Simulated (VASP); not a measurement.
Wanted: the native input for a VASP 6.6.1 run.

- Task: single point
- Functional: LDA
- Potentials or basis: VASP PAW LDA potentials, release 64 (B, N)
- Cutoff: 600 eV
- k mesh: 12 × 12 × 4
- Occupations: gaussian, width 0.02 eV
- Spin: no spin polarisation
- Dipole correction: no
- Further INCAR settings: ALGO = Normal; EDIFF = 1e-06; NBANDS = 16

The structure of BN (lda) lies in POSCAR:

```
BN
1.0
    2.4883253776      0.0000000000      0.0000000000
   -1.2441626888      2.1549529899      0.0000000000
    0.0000000000      0.0000000000      6.4943351826
B N
2 2
Direct
    0.3333333333      0.6666666667      0.2500000000
    0.6666666667      0.3333333333      0.7500000000
    0.3333333333      0.6666666667      0.7500000000
    0.6666666667      0.3333333333      0.2500000000
```

One way to write it, as run:

INCAR

```
SYSTEM = BN
ALGO = Normal ; EDIFF = 1E-6
ENCUT = 600 ; GGA_COMPAT = .FALSE.
ISIF = 2 ; ISMEAR = 0
LASPH = .TRUE. ; LCHARG = .TRUE.
LELF = .TRUE. ; LREAL = .FALSE.
LVHAR = .TRUE. ; LWAVE = .FALSE.
NBANDS = 16 ; NELM = 120
PREC = Accurate ; SIGMA = 0.02
```

KPOINTS

```
k-points
0
G
  12 12 4
  0 0 0
```

Potentials or basis: VASP PAW LDA potentials, release 64 (B, N).

Launch:

```bash
$ cat potpaw_LDA.64/B/POTCAR potpaw_LDA.64/N/POTCAR > POTCAR
$ mpirun -np 1 vasp_std > vasp.out
```

It gave:

```json
{
 "Pressure": "0.5 GPa",
 "Band gap on the k mesh": "4.05 eV, indirect (least direct gap 4.47 eV)"
}
```

Wall time 18 s on 1 thread of Intel(R) Xeon(R) 6975P-C (Granite Rapids), on a shared host, peak memory 0.15 GiB.
